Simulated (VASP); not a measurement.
A run of VASP 6.6.1:

The input INCAR:

```
PREC     = Accurate       # precision mode
ENCUT    = 520            # plane-wave cutoff, eV
EDIFF    = 1E-6           # SCF threshold, eV
ISMEAR   = -1             # smearing method
SIGMA    = 0.1            # smearing width, eV
LREAL    = F              # projectors in reciprocal space
LASPH    = T              # aspherical terms in the spheres
NELM     = 60             # most SCF steps
ALGO     = Normal         # electronic algorithm
ISIF     = 2              # what is computed and relaxed
LWAVE    = F              # write WAVECAR
LCHARG   = T              # write CHGCAR
GGA      = RE             # functional
LELF     = T              # ELF
LVHAR    = T            
NBANDS   = 10             # bands
```

The input KPOINTS:

```
Automatic mesh
0
Gamma
  16 16 16
```

File POSCAR:

```
Ir
1.0
   -1.4955367236      1.4955367236      1.4955367236
    1.4955367236     -1.4955367236      1.4955367236
    1.4955367236      1.4955367236     -1.4955367236
Ir
1
Direct
    0.0000000000      0.0000000000      0.0000000000
```

Potentials or basis: VASP PAW PBE potentials, release 64 (Ir).

Launch:

```console
$ cat potpaw_PBE.64/Ir/POTCAR > POTCAR
$ mpirun -np 1 vasp_std > vasp.out
```

Hardware: 1 thread of Intel(R) Xeon(R) Platinum 8488C (Sapphire Rapids), on a shared host.

Question: Estimate the wall time of this run.

Answer: Wall time 9.6 s on 1 thread of Intel(R) Xeon(R) Platinum 8488C (Sapphire Rapids), with other jobs on the host, peak memory 0.14 GiB. Counts: scf iterations 12, k points 145.
